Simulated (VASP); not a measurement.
# Ge (Imma) in VASP: notebook

Runs on Ge. Level: PBEsol. Tasks: single point.

All numbers are computed with VASP 6.6.1; they aren't measurements. Logs are shortened: lines on timing, memory, paths and dates and some standing lists are left out, and cuts for length are marked.

**1. The cell of the first run**

The typed cell holds 2 atoms: a = 3.612 Å, b = 3.612 Å, c = 3.612 Å, α = 97.31°, β = 97.29°, γ = 138.23°.

**2. Single point, PBEsol**

Input file INCAR:

```
PREC = Accurate ; ENCUT = 520
EDIFF = 1E-6 ; ISMEAR = -1
SIGMA = 0.05 ; LREAL = F
LASPH = T ; NELM = 80
ALGO = Normal ; ISIF = 2
LWAVE = F ; LCHARG = F
GGA = PS ; NBANDS = 21
```

Input file KPOINTS:

```
regular mesh
0
Gamma
  11 11 11
```

Input file POSCAR:

```
Ge
1.0
   -2.3858589599      2.3862314002      1.2876582235
    2.3858589599     -2.3862314002      1.2876582235
    2.3858589599      2.3862314002     -1.2876582235
Ge
2
Direct
    0.3747810421      0.1247810421      0.2500000000
    0.6252189579      0.8752189579      0.7500000000
```

Potentials or basis: VASP PAW PBE potentials, release 64 (Ge_d).

Launch:

```sh
$ cat potpaw_PBE.64/Ge_d/POTCAR > POTCAR
$ mpirun -np 1 vasp_std > vasp.out
```

OUTCAR:

```text
PREC = Accurate
   ENCUT = 520
   EDIFF = 1E-6
   ISMEAR = -1
   LREAL = F
   LASPH = T
   NELM = 80
   ISIF = 2
   GGA = PS

 ion  position               nearest neighbor table
   1  0.375  0.125  0.250-   2 2.47   2 2.47   2 2.47   2 2.47
   2  0.625  0.875  0.750-   1 2.47   1 2.47   1 2.47   1 2.47

  LATTYP: Found a body centered orthorhombic cell.
 ALAT       =     2.5753164470
 B/A-ratio  =     1.8528666352
 C/A-ratio  =     1.8531558737

  Lattice vectors:

 A1 = (   2.3858589599,  -2.3862314002,   1.2876582235)
 A2 = (  -2.3858589599,  -2.3862314002,  -1.2876582235)
 A3 = (   2.3858589599,   2.3862314002,  -1.2876582235)

Analysis of symmetry for initial positions (statically):
=====================================================================
 Subroutine PRICEL returns:
 Original cell was already a primitive cell.

 Routine SETGRP: Setting up the symmetry group for a
 body centered orthorhombic supercell.

 Subroutine GETGRP returns: Found  8 space group operations
 (whereof  4 operations were pure point group operations)
 out of a pool of  8 trial point group operations.

The static configuration has the point symmetry C_2h.
 The point group associated with its full space group is D_2h.

Analysis of symmetry for dynamics (positions and initial velocities):
=====================================================================
 Subroutine PRICEL returns:
 Original cell was already a primitive cell.

 Routine SETGRP: Setting up the symmetry group for a
 body centered orthorhombic supercell.

 Subroutine GETGRP returns: Found  8 space group operations
 (whereof  4 operations were pure point group operations)
 out of a pool of  8 trial point group operations.

The dynamic configuration has the point symmetry C_2h.
 The point group associated with its full space group is D_2h.

 Subroutine INISYM returns: Found  8 space group operations
 (whereof  4 operations are pure point group operations),
 and found     1 'primitive' translations

----------------------------------------------------------------------------------------

                                     Primitive cell

  volume of cell :      29.3236

  direct lattice vectors                    reciprocal lattice vectors
    -2.385858960  2.386231400  1.287658224     0.000000000  0.209535421  0.388301795
     2.385858960 -2.386231400  1.287658224     0.209568130  0.000000000  0.388301795
     2.385858960  2.386231400 -1.287658224     0.209568130  0.209535421  0.000000000

  length of vectors
     3.611715240  3.611715240  3.611715240     0.441229392  0.441244927  0.296350963

  position of ions in fractional coordinates (direct lattice)
     0.374781042  0.124781042  0.250000000
     0.625218958  0.875218958  0.750000000

  ion indices of the primitive-cell ions
   primitive index   ion index
                 1           1
                 2           2

----------------------------------------------------------------------------------------

 KPOINTS: regular mesh

Automatic generation of k-mesh.
 Grid dimensions read from file:
 generate k-points for:   11   11   11

 Generating k-lattice:

  Cartesian coordinates                     Fractional coordinates (reciprocal lattice)
     0.000000000  0.019048675  0.035300163     0.090909091 -0.000000000  0.000000000
     0.019051648  0.000000000  0.035300163     0.000000000  0.090909091  0.000000000
     0.019051648  0.019048675  0.000000000     0.000000000 -0.000000000  0.090909091

  Length of vectors
     0.040111763  0.040113175  0.026940997

  Shift w.r.t. Gamma in fractional coordinates (k-lattice)
     0.000000000  0.000000000  0.000000000

 Subroutine IBZKPT returns following result:
 ===========================================

 Found    216 irreducible k-points:

 Following reciprocal coordinates:
            Coordinates               Weight
  0.000000  0.000000  0.000000      1.000000
  0.090909  0.000000  0.000000      4.000000
  0.181818  0.000000  0.000000      4.000000
  0.272727 -0.000000  0.000000      4.000000
  0.363636 -0.000000  0.000000      4.000000
  0.454545  0.000000 -0.000000      4.000000
[... 16 lines left out ...]
  0.454545  0.181818  0.000000      8.000000
 -0.454545  0.181818 -0.000000      8.000000
 [... further k-points ...]
   k-points           NKPTS =    216   k-points in BZ     NKDIM =    216   number of bands    NBANDS=     21
   number of dos      NEDOS =    301   number of ions     NIONS =      2
   total plane-waves  NPLWV =  21952
   dimension x,y,z NGX =    28 NGY =   28 NGZ =   28
   dimension x,y,z NGXF=    56 NGYF=   56 NGZF=   56
   ions per type =               2
   NGX,Y,Z   is equivalent  to a cutoff of  12.89, 12.89, 12.89 a.u.
   NGXF,Y,Z  is equivalent  to a cutoff of  25.78, 25.78, 25.78 a.u.
 SYSTEM =  unknown system
   PREC   = accura    normal or accurate (medium, high low for compatibility)
   ISTART =      0    job   : 0-new  1-cont  2-samecut
   ICHARG =      2    charge: 1-file 2-atom 10-const
   ISPIN  =      1    spin polarized calculation?
   LNONCOLLINEAR =      F non collinear calculations
   LSORBIT =      F    spin-orbit coupling
   LASPH  =      T    aspherical Exc in radial PAW
   ENCUT  =  520.0 eV  38.22 Ry    6.18 a.u.   6.72  6.72  6.72*2*pi/ulx,y,z
   NELM   =     80;   NELMIN=  2; NELMDL= -5     # of ELM steps
   EDIFF  = 0.1E-05   stopping-criterion for ELM
   LREAL  =      F    real-space projection
   EDIFFG = 0.1E-04   stopping-criterion for IOM
   NSW    =      0    number of steps for IOM
   IBRION =     -1    ionic relax: 0-MD 1-quasi-New 2-CG
   NFREE  =      0    steps in history (QN), initial steepest desc. (CG)
   ISIF   =      2    stress and relaxation
   ISYM   =      2    0-nonsym 1-usesym 2-fastsym
   POTIM  = 0.5000    time-step for ionic-motion
   TEBEG  =    0.0;   TEEND  =   0.0 temperature during run
   PSTRESS=    0.0 pullay stress
   NELECT =      28.0000    total number of electrons
   NUPDOWN=      -1.0000    fix difference up-down
   EMIN   =  10.00;   EMAX   =-10.00  energy-range for DOS
   EFERMI =   0.00;   METHOD = LEGACY
   ISMEAR =    -1;   SIGMA  =   0.05  broadening in eV -4-tet -1-fermi 0-gaus
   EFERMI_NEDOS =   21; number of points for ismear=-14 and -15
   IALGO  =     38    algorithm
   IMIX   =      4    mixing-type and parameters
     AMIX     =   0.40;   BMIX     =  1.00
     AMIX_MAG =   1.60;   BMIX_MAG =  1.00
  volume/ion in A,a.u.               =      14.66        98.94
  Fermi-wavevector in a.u.,A,eV,Ry     =   1.612086  3.046401 35.359109  2.598821
  Thomas-Fermi vector in A             =   2.707372
   LORBIT       =      0    0 simple, 1 ext, 2 COOP (PROOUT), +10 PAW based schemes
   GGA     = PS    functional components
   LHFCALC =     F    Hartree Fock is set to
   AEXX    =    0.0000 exact exchange contribution
   IVDW    =     0    specifies the selected vdW correction
   LEPSILON=     F    determine dielectric tensor
   LRPA    =     F    only Hartree local field effects (RPA)
 non-spin polarized calculation
  energy-cutoff  :      520.00
  volume of cell :       29.32
 maximum number of plane-waves:       800
   NGX = 13   NGY = 13   NGZ = 13

 number of electron      28.0000009 magnetization

 Free energy of the ion-electron system (eV)
  ---------------------------------------------------
  ext. energy  EPLUGINS =         0.00000000
  ---------------------------------------------------
  free energy    TOTEN  =        -8.97557143 eV

  energy without entropy =       -8.96943398  energy(sigma->0) =       -8.97250271

 E-fermi :   9.6298     XC(G=0): -12.7097

 val. band max:        9.6267793347   @ k =  -0.4545   0.1818   0.0909
 cond. band min:       9.6332949546   @ k =   0.2727  -0.0000   0.0000
 fundamental gap:      0.0065156199
 Fermi energy:         9.6298258764

 k-point     1 :       0.0000    0.0000    0.0000
  band No.  band energies     occupation
      1     -15.4733      2.00000
      2     -15.3855      2.00000
      3     -15.3543      2.00000
      4     -15.3397      2.00000
      5     -15.1148      2.00000
      6     -15.1140      2.00000
[... 13 lines left out ...]
     20      22.4178      0.00000
     21      23.4567      0.00000

 k-point     2 :       0.0909    0.0000    0.0000
  band No.  band energies     occupation
      1     -15.4673      2.00000
      2     -15.3642      2.00000
      3     -15.3449      2.00000
      4     -15.3121      2.00000
      5     -15.1349      2.00000
      6     -15.1319      2.00000
[... 13 lines left out ...]
     20      22.1399      0.00000
     21      22.5884      0.00000

 k-point     3 :       0.1818    0.0000    0.0000
  band No.  band energies     occupation
      1     -15.4485      2.00000
      2     -15.3199      2.00000
      3     -15.3128      2.00000
      4     -15.2506      2.00000
      5     -15.1743      2.00000
      6     -15.1486      2.00000
[... 13 lines left out ...]
     20      20.2466      0.00000
     21      21.3057      0.00000

 k-point     4 :       0.2727   -0.0000    0.0000
  band No.  band energies     occupation
      1     -15.4235      2.00000
      2     -15.2919      2.00000
      3     -15.2739      2.00000
      4     -15.2254      2.00000
      5     -15.2128      2.00000
      6     -15.1442      2.00000
[... 13 lines left out ...]
     20      18.8079      0.00000
     21      22.1000      0.00000

 k-point     5 :       0.3636   -0.0000    0.0000
  band No.  band energies     occupation
      1     -15.4036      2.00000
      2     -15.2937      2.00000
      3     -15.2696      2.00000
      4     -15.2557      2.00000
      5     -15.2141      2.00000
      6     -15.1692      2.00000
[... 13 lines left out ...]
     20      18.8707      0.00000
     21      23.6506      0.00000

 k-point     6 :       0.4545    0.0000   -0.0000
  band No.  band energies     occupation
      1     -15.3906      2.00000
      2     -15.3108      2.00000
      3     -15.3051      2.00000
      4     -15.2501      2.00000
      5     -15.1942      2.00000
      6     -15.1844      2.00000
[... 13 lines left out ...]
     20      21.9768      0.00000
     21      23.7080      0.00000

 k-point     7 :       0.0000    0.0909   -0.0000
  band No.  band energies     occupation
      1     -15.4673      2.00000
      2     -15.3642      2.00000
      3     -15.3449      2.00000
      4     -15.3121      2.00000
      5     -15.1347      2.00000
      6     -15.1321      2.00000
[... 13 lines left out ...]
     20      22.1396      0.00000
     21      22.5844      0.00000
[... 291 lines left out ...]
      1     -15.4201      2.00000
      2     -15.2933      2.00000
      3     -15.2743      2.00000
      4     -15.2127      2.00000
      5     -15.2054      2.00000
      6     -15.1922      2.00000
[... 13 lines left out ...]
     20      19.4928      0.00000
     21      20.7294      0.00000

 k-point    21 :       0.2727    0.1818    0.0000
  band No.  band energies     occupation
      1     -15.4127      2.00000
      2     -15.3159      2.00000
      3     -15.2520      2.00000
      4     -15.2439      2.00000
      5     -15.2105      2.00000
      6     -15.1870      2.00000
[... 13 lines left out ...]
     20      20.4761      0.00000
     21      22.0533      0.00000

 k-point    22 :       0.3636    0.1818    0.0000
  band No.  band energies     occupation
      1     -15.3996      2.00000
      2     -15.3201      2.00000
      3     -15.2815      2.00000
      4     -15.2253      2.00000
      5     -15.2129      2.00000
      6     -15.1627      2.00000
[... 13 lines left out ...]
     20      22.1781      0.00000
     21      23.0753      0.00000

 k-point    23 :       0.4545    0.1818    0.0000
  band No.  band energies     occupation
      1     -15.3827      2.00000
      2     -15.3072      2.00000
      3     -15.2895      2.00000
      4     -15.2257      2.00000
      5     -15.2021      2.00000
      6     -15.1568      2.00000
[... 13 lines left out ...]
     20      21.6848      0.00000
     21      22.7697      0.00000

 k-point    24 :      -0.4545    0.1818   -0.0000
  band No.  band energies     occupation
      1     -15.3822      2.00000
      2     -15.2934      2.00000
      3     -15.2804      2.00000
      4     -15.2422      2.00000
      5     -15.1934      2.00000
      6     -15.1572      2.00000
[... 13 lines left out ...]
     20      20.9715      0.00000
     21      21.8233      0.00000

 [... further k-points ...]

------------------------ aborting loop because EDIFF is reached ----------------------------------------

  FORCE on cell =-STRESS in cart. coord.  units (eV):
  Direction    XX          YY          ZZ          XY          YZ          ZX
  --------------------------------------------------------------------------------------
  -------------------------------------------------------------------------------------
  Total        5.4773114      5.4758670      5.4972016      0.0000000      0.0000000      0.0000000
  in kB      299.2678702    299.1889551    300.3546295      0.0000000      0.0000000      0.0000000
  external PRESSURE =     299.6038183 kB  Pullay stress =       0.0000000 kB

 VOLUME and BASIS-vectors are now :
 -----------------------------------------------------------------------------
  energy-cutoff  :      520.00
  volume of cell :       29.32
      direct lattice vectors                 reciprocal lattice vectors
    -2.385858960  2.386231400  1.287658224     0.000000000  0.209535421  0.388301795
     2.385858960 -2.386231400  1.287658224     0.209568130  0.000000000  0.388301795
     2.385858960  2.386231400 -1.287658224     0.209568130  0.209535421  0.000000000

 POSITION                                       TOTAL-FORCE (eV/Angst)
 -----------------------------------------------------------------------------------
      0.00000      1.19312      0.32135        -0.000000      0.000000      0.000250
      2.38586      1.19312      0.96631         0.000000     -0.000000     -0.000250
 -----------------------------------------------------------------------------------
    total drift:                                0.000000      0.000000      0.000000

  FREE ENERGIE OF THE ION-ELECTRON SYSTEM (eV)
  ---------------------------------------------------
  free  energy   TOTEN  =        -8.9755714292 eV

  energy  without entropy=       -8.9694339831  energy(sigma->0) =       -8.97250271
```

Run time: 41 s. Hardware: 1 thread of Intel Xeon 6975P-C (Granite Rapids), shared host; peak memory 0.23 GiB.

What came out:

```yaml
Free_energy: -8.9756 eV
Pressure: 30.0 GPa
Band_gap_on_the_k_mesh: zero (band 14 reaches 12.03 eV, above the bottom of band 15 at 5.61 eV)
```

Caveat: the PAW data sets were made with another functional, which shifts forces and pressure a little.

**3. Single point, PBEsol**

This run uses another cell than the first one, of 15.48 Å³/atom, 1.056 times its volume.

Input file INCAR:

```
SYSTEM = Ge
  PREC = Accurate
  ENCUT = 520
  EDIFF = 1E-6
  ISMEAR = -1
  SIGMA = 0.05
  LREAL = .False.
  LASPH = .True.
  NELM = 60
  ALGO = Normal
  ISIF = 2
  LWAVE = .False.
  LCHARG = .False.
  GGA = PS
  NBANDS = 21
```

Input file KPOINTS:

```
regular mesh
0
Gamma
  11 11 11
  0 0 0
```

Input file POSCAR:

```
Ge
1.0
   -2.4290703731      2.4297111179      1.3116818709
    2.4290703731     -2.4297111179      1.3116818709
    2.4290703731      2.4297111179     -1.3116818709
Ge
2
Direct
    0.3746089597      0.1246089597      0.2500000000
    0.6253910403      0.8753910403      0.7500000000
```

Potentials or basis: VASP PAW PBE potentials, release 64 (Ge_d).

Launch:

```sh
$ cat potpaw_PBE.64/Ge_d/POTCAR > POTCAR
$ mpirun -np 1 vasp_std > vasp.out
```

Wall time 43 s (1 thread of Intel Xeon 6975P-C (Granite Rapids), shared host); peak memory 0.22 GiB.

The run converged. Its results:

```yaml
Free_energy: -9.2312 eV
Pressure: 19.9 GPa
Band_gap_on_the_k_mesh: zero (band 14 reaches 11.09 eV, above the bottom of band 15 at 5.11 eV)
```

Stress tensor (GPa, compression positive):
```
19.91  0.00  0.00
 0.00 19.90  0.00
 0.00  0.00 19.99
```

Levels at points of the mesh, in eV from the Fermi level:
```tsv
k point	band 10	band 11	band 12	band 13	band 14	band 15	band 16	band 17	band 18	band 19
(0.00, 0.00, 0.00)	-24.48	-15.08	-3.58	-3.01	-3.01	2.72	8.72	8.73	9.70	10.01
```

Caveat: the PAW data sets were made with another functional, which shifts forces and pressure a little.
